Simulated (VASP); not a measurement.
Here is a VASP 6.6.1 calculation.

INCAR

```
PREC = Accurate
ENCUT = 520
EDIFF = 1E-7
ISMEAR = 0
SIGMA = 0.05
LREAL = False
LASPH = True
NELM = 60
ALGO = Fast
ISIF = 2
LWAVE = False
LCHARG = False
GGA = PS
NBANDS = 34
```

The input KPOINTS:

```
Automatic mesh
0
Gamma
  8 8 8
```

The input POSCAR:

```
BaRu3
1.0
    4.0139410125      0.0000000000      0.0000000000
    0.0000000000      4.0139410125      0.0000000000
    0.0000000000      0.0000000000      4.0139410125
Ba Ru
1 3
Direct
    0.0000000000      0.0000000000      0.0000000000
    0.0000000000      0.5000000000      0.5000000000
    0.5000000000      0.5000000000      0.0000000000
    0.5000000000      0.0000000000      0.5000000000
```

Potentials or basis: VASP PAW PBE potentials, release 64 (Ba_sv, Ru_pv).

Command:

```bash
$ cat potpaw_PBE.64/Ba_sv/POTCAR potpaw_PBE.64/Ru_pv/POTCAR > POTCAR
$ mpirun -np 1 vasp_std > vasp.out
```

**Question.** Predict the pressure.

**Answer.** 13.2 GPa.

**Question.** Predict the band gap on the k mesh.

**Answer.** Zero (bands 26 and 27 overlap by 1.70 eV).

Caveat: the cell stands under pressure; the PAW data sets were made with another functional, which shifts forces and pressure a little; spin-orbit coupling is left out, which moves the levels of the heavy elements.
